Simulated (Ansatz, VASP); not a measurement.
Zr: VASP beside Ansatz

```
CELL_PARAMETERS angstrom
3.24345 0.00000 0.00000
-1.62172 2.80891 0.00000
0.00000 0.00000 5.16855
ATOMIC_POSITIONS crystal
Zr 0.33333 0.66667 0.25000
Zr 0.66667 0.33333 0.75000
```

Alike in both runs: functional r2SCAN; k mesh 12 × 12 × 8; occupations fermi-dirac, width 0.15 eV; no spin polarisation.

Ansatz relaxed the structure, and its values are those at the end. VASP's run is a single point on that final structure, the one shown.

```csv
,VASP,Ansatz
version,VASP 6.6.1,Ansatz 0.2.0
potentials or method,"VASP PAW PBE potentials, release 64 (Zr_sv), cutoff 520 eV","scalar-relativistic, plane waves, PAW"
valence electrons in the cell,24,24
```

|  | VASP | Ansatz | Ansatz less VASP |
| --- | --- | --- | --- |
| gap on the k mesh at the Fermi level (eV) | none | none | - |
| pressure (GPa) | 0.0 | 0.0 | 0.00 |

VASP's potentials were made for PBE, not for r2SCAN. A gap of «none» marks a metal or a gap that the smearing closes.
